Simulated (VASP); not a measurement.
Runs of VASP 6.6.1 on RbBr. The structure is that of space group Pm-3m (No. 221), or close to it. The cells are those of the table. 

```csv
task,level,cell,k mesh,cutoff (eV),smearing,k mesh for the DOS,occupations for the DOS,gap on the mesh (eV),pressure (GPa)
single point,PBE,"a = 4.001 Å, 2 atoms",4 × 4 × 4,500,gaussian 0.1 eV,-,-,4.42,(a)
single point,PBE+D3(BJ),"a = 4.126 Å, 2 atoms",2 × 2 × 2,500,gaussian 0.1 eV,-,-,3.99,1.0
single point,PBE,"a = 4.126 Å, 2 atoms",4 × 4 × 4,520,methfessel-paxton 0.272114 eV,-,-,4.08,0.8
single point,PBE,"a = 4.126 Å, 2 atoms","2 × 2 × 2, shifted",500,gaussian 0.1 eV,-,-,(b),1.0
single point,PBE,"a = 4.126 Å, 2 atoms",2 × 2 × 2,500,methfessel-paxton 0.0680285 eV,-,-,3.99,2.0
single point,PBE,"a = 4.126 Å, 2 atoms",3 × 3 × 3,500,fermi-dirac 0.76 eV,-,-,4.22,1.3
single point,PBE,"a = 4.069, b = 4.120, c = 4.152 Å, angles 89.1, 90.2, 90.1°, 2 atoms","1 × 1 × 1, shifted",520,gaussian 0.1 eV,-,-,7.10,3.0
single point,PBE,"a = 4.126 Å, 2 atoms",3 × 3 × 3,500,gaussian 0.1 eV,-,-,4.17,1.0
single point,BLYP,"a = 4.126 Å, 2 atoms",4 × 4 × 4,520,methfessel-paxton 0.0023 eV,-,-,4.14,2.0
single point,PBE,"a = 4.126 Å, 2 atoms",1 × 1 × 1,500,gaussian 0.1 eV,-,-,3.66,17.9
```

Alike in all rows: potentials or basis VASP PAW PBE potentials, release 64 (Rb_sv, Br); no spin polarisation.

Q: Estimate the missing entries.

A: (a) 2.9; (b) 5.47.

Caveats: some runs use coarse meshes; the PAW data sets were made with another functional, which shifts forces and pressure a little (some runs).

A k mesh can miss the band edges, and the runs leave out spin-orbit coupling on Br, Rb.
